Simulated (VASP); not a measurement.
FeO, 2 atoms in the cell. Symmetry: Fm-3m, No. 225, cubic system. Conventional cell: a = 4.253 Å, b = 4.253 Å, c = 4.253 Å, α = 90.00°, β = 90.00°, γ = 90.00°. Fe (site symmetry m-3m) has 6 O at 2.13 Å within 2.8 Å. O (site symmetry m-3m) has 6 Fe at 2.13 Å within 2.8 Å. 

- Program: VASP 6.6.1
- Task: single point
- Functional: BLYP
- Dispersion: D4
- Potentials or basis: VASP PAW PBE potentials, release 64 (Fe_sv, O)
- Cutoff: 700 eV
- k mesh: 11 × 11 × 11
- Occupations: fermi-dirac, width 0.05 eV
- Spin: collinear spin, ferromagnetic start
- Starting moments: [3.0, 0.0] μB
- Dipole correction: no
- Further INCAR settings: ALGO = Normal; EDIFF = 1e-06; NBANDS = 22

Potentials or basis: VASP PAW PBE potentials, release 64 (Fe_sv, O).

The run is started by

```console
$ cat potpaw_PBE.64/Fe_sv/POTCAR potpaw_PBE.64/O/POTCAR > POTCAR
$ mpirun -np 1 vasp_std > vasp.out
```

Hardware: 1 thread of Intel(R) Xeon(R) 6975P-C (Granite Rapids), with other jobs on the host.

Q: How long does it take, and how much memory?

A: Run time: 45 s on 1 thread of Intel(R) Xeon(R) 6975P-C (Granite Rapids) (shared host), peak memory 0.21 GiB. Counts: scf iterations 15, k points 56.
